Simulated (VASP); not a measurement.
Wanted: the native input for a VASP 6.6.1 run.

* Task: single point
* Functional: r2SCAN
* Potentials or basis: VASP PAW PBE potentials, release 64 (Pt)
* Cutoff: 550 eV
* k mesh: 18 × 18 × 18
* Occupations: gaussian, width 0.05 eV
* Spin: no spin polarisation
* Dipole correction: no
* Further INCAR settings: ALGO = Normal; EDIFF = 1e-06; NBANDS = 11

The system is Pt.

```
Pt
1.0
    -1.58554    1.58554    1.58554
     1.58554   -1.58554    1.58554
     1.58554    1.58554   -1.58554
Pt
1
Direct
  0.00000 0.00000 0.00000
```

The input as run:

POSCAR

```
Pt
1.0
   -1.5855398432      1.5855398432      1.5855398432
    1.5855398432     -1.5855398432      1.5855398432
    1.5855398432      1.5855398432     -1.5855398432
Pt
1
Direct
    0.0000000000      0.0000000000      0.0000000000
```

INCAR.step1

```
PREC = Accurate
ENCUT = 550
ISMEAR = 0
SIGMA = 0.05
LREAL = F
LASPH = T
NELM = 120
NBANDS = 11
GGA = PE
ALGO = Normal
EDIFF = 1E-5
LWAVE = T
LCHARG = F
GGA_COMPAT = F
```

INCAR.step2

```
PREC = Accurate
ENCUT = 550
EDIFF = 1E-6
ISMEAR = 0
SIGMA = 0.05
LREAL = F
LASPH = T
NELM = 120
ALGO = Normal
ISIF = 2
LWAVE = F
LCHARG = F
METAGGA = R2SCAN
LMIXTAU = T
NBANDS = 11
ISTART = 1
GGA_COMPAT = F
```

KPOINTS

```
Automatic mesh
0
Gamma
  18 18 18
```

Potentials or basis: VASP PAW PBE potentials, release 64 (Pt).

The run is started by

```bash
$ cat potpaw_PBE.64/Pt/POTCAR > POTCAR
$ cp INCAR.step1 INCAR
$ mpirun -np 1 vasp_std > vasp.out
$ cp INCAR.step2 INCAR
$ mpirun -np 1 vasp_std > vasp.out
```

Results of the run:

```yaml
Pressure: -6.8 GPa
Band_gap_on_the_k_mesh: zero (band 5 reaches 10.85 eV, above the bottom of band 6 at 8.58 eV)
```

Caveat: the PAW data sets were made with another functional, which shifts forces and pressure a little; spin-orbit coupling is left out, which moves the levels of the heavy elements.

Wall time 72 s on 1 thread of Intel Xeon 6975P-C, on a shared host, peak memory 0.17 GiB.
